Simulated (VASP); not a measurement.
Input of a VASP 6.6.1 run:

Contents of INCAR:

```
SYSTEM = FeCo
GGA = CA ; ISPIN = 2
MAGMOM = 2 3 ; LORBIT = 11
ISMEAR = 1 ; SIGMA = 0.1
LWAVE = .FALSE. ; LCHARG = .FALSE.
ISIF = 2 ; PREC = Accurate
LASPH = .TRUE. ; LREAL = .FALSE.
ALGO = Normal ; EDIFF = 1E-6
NELM = 200 ; GGA_COMPAT = .FALSE.
ENCUT = 400 ; LMAXMIX = 4
```

File KPOINTS:

```
k-points
0
Gamma
  11 11 11
```

File POSCAR:

```
FeCo
1.0
    2.8570000000      0.0000000000      0.0000000000
    0.0000000000      2.8570000000      0.0000000000
    0.0000000000      0.0000000000      2.8570000000
Co Fe
1 1
Direct
    0.0000000000      0.0000000000      0.0000000000
    0.5000000000      0.5000000000      0.5000000000
```

Potentials or basis: VASP PAW LDA potentials, release 64 (Co, Fe).

Launch:

```bash
$ cat potpaw_LDA.64/Co/POTCAR potpaw_LDA.64/Fe/POTCAR > POTCAR
$ mpirun -np 1 vasp_std > vasp.out
```

(1) Predict the site moments.

(2) What does it give for the net moment?

(3) What does it give for the pressure?

## Answers

(1) Co +1.70; Fe +2.65 μB.

(2) 4.37 μB per cell.

(3) -20.8 GPa.

Caveat: the cell stands under tension.
